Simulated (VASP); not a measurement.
A run of VASP 6.6.1 is set up as follows.

File INCAR:

```
  PREC = Accurate
  ENCUT = 520
  EDIFF = 1E-6
  ISMEAR = 0
  SIGMA = 0.01
  LREAL = F
  LASPH = T
  NELM = 80
  ALGO = Normal
  ISIF = 2
  LWAVE = F
  LCHARG = F
  GGA = PE
  NBANDS = 15
```

Contents of KPOINTS:

```
Automatic mesh
0
Gamma
  4 4 4
```

File POSCAR:

```
CaO
1.0
    0.0000000000      2.6494726402      2.6494726402
    2.6494726402      0.0000000000      2.6494726402
    2.6494726402      2.6494726402      0.0000000000
Ca O
1 1
Direct
    0.0000000000      0.0000000000      0.0000000000
    0.2500000000      0.2500000000      0.2500000000
```

Potentials or basis: VASP PAW PBE potentials, release 64 (Ca_sv, O).

Run with:

```bash
$ cat potpaw_PBE.64/Ca_sv/POTCAR potpaw_PBE.64/O/POTCAR > POTCAR
$ mpirun -np 1 vasp_std > vasp.out
```

Q: Estimate the pressure.

A: -1.9 GPa.

Q: What does it give for the band gap on the k mesh?

A: 3.16 eV, indirect (least direct gap 3.70 eV).

Caveat: the k points lie up to 0.51 Å⁻¹ apart. A k mesh can miss the band edges.
